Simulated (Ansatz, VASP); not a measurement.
## One calculation of TaBr3F, two programs

```
Ta Br F
1.0
     4.78108    0.00000    0.00000
     0.00000    4.78108    0.00000
     0.00000    0.00000    4.78108
Ta Br F
1 3 1
Direct
  0.00000 0.00000 0.00000
  0.50000 0.00000 0.50000
  0.00000 0.50000 0.50000
  0.50000 0.50000 0.00000
  0.50000 0.50000 0.50000
```

Change from the starting cell: species swapped into the Ba3PbO type (Pm-3m, No. 221).

Alike in both runs: functional PBE; k mesh 4 × 4 × 4; occupations gaussian, width 0.1 eV; no spin polarisation.

Ansatz relaxed the structure, and its values are those at the end. VASP's run is a single point on that final structure, the one shown.

|  | VASP | Ansatz |
| --- | --- | --- |
| version | VASP 6.6.1 | Ansatz 0.2.0 |
| potentials or method | VASP PAW PBE potentials, release 64 (Ta_pv, Br, F), cutoff 520 eV | scalar-relativistic, plane waves, PAW |
| valence electrons in the cell | 39 | 41 |

Ansatz gave:

```
gap on the k mesh at the Fermi level (eV) : none
pressure (GPa)                            : 0.0
```

Task: What did VASP give for the same quantities?

Result: gap on the k mesh at the Fermi level (eV): none; pressure (GPa): -0.1.

A gap of «none» marks a metal or a gap that the smearing closes. VASP's potentials hold 39 valence electrons a cell and Ansatz's 41, so a difference there can come from the potentials and not from the codes.

Spin-orbit coupling is off throughout.
